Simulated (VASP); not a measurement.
Crystal: TiPt3.

```
Ti Pt
1.0
     3.89700    0.00000    0.00000
     0.00000    3.89700    0.00000
     0.00000    0.00000    3.89700
Ti Pt
1 3
Direct
  0.00000 0.00000 0.00000
  0.00000 0.50000 0.50000
  0.50000 0.00000 0.50000
  0.50000 0.50000 0.00000
```

| Quantity | Value |
| --- | --- |
| Program | VASP 6.6.1 |
| Task | relaxation of cell and atoms |
| Functional | PBE |
| Potentials or basis | VASP PAW PBE potentials, release 64 (Ti_sv, Pt) |
| Cutoff | 600 eV |
| k mesh | 5 × 5 × 5 |
| Occupations | gaussian, width 0.05 eV |
| Spin | no spin polarisation |

At the start: pressure 9.7 GPa; volume 14.80 Å³/atom.

**Question.** Where does the relaxation end?

**Answer.** Over 4 steps the energy falls by 16.3 meV/atom and the volume is 15.36 Å³/atom (+3.8 %); space group Pm-3m (No. 221, to 0.05 Å).

Step by step:
| step | energy change (eV) | largest force (eV/Å) | pressure (GPa) | volume (Å³) |
| --- | --- | --- | --- | --- |
| 1 | 0.0000 | 0.0000 | 9.66 | 59.18 |
| 2 | 0.2607 | 0.0000 | -16.68 | 67.16 |
| 3 | -0.0653 | 0.0000 | -0.29 | 61.51 |
| 4 | -0.0654 | 0.0000 | -0.02 | 61.44 |

Final structure:
```
Ti Pt
1.0
     3.94598    0.00000    0.00000
     0.00000    3.94598    0.00000
     0.00000    0.00000    3.94598
Ti Pt
1 3
Direct
  0.00000 0.00000 0.00000
  0.00000 0.50000 0.50000
  0.50000 0.00000 0.50000
  0.50000 0.50000 0.00000
```
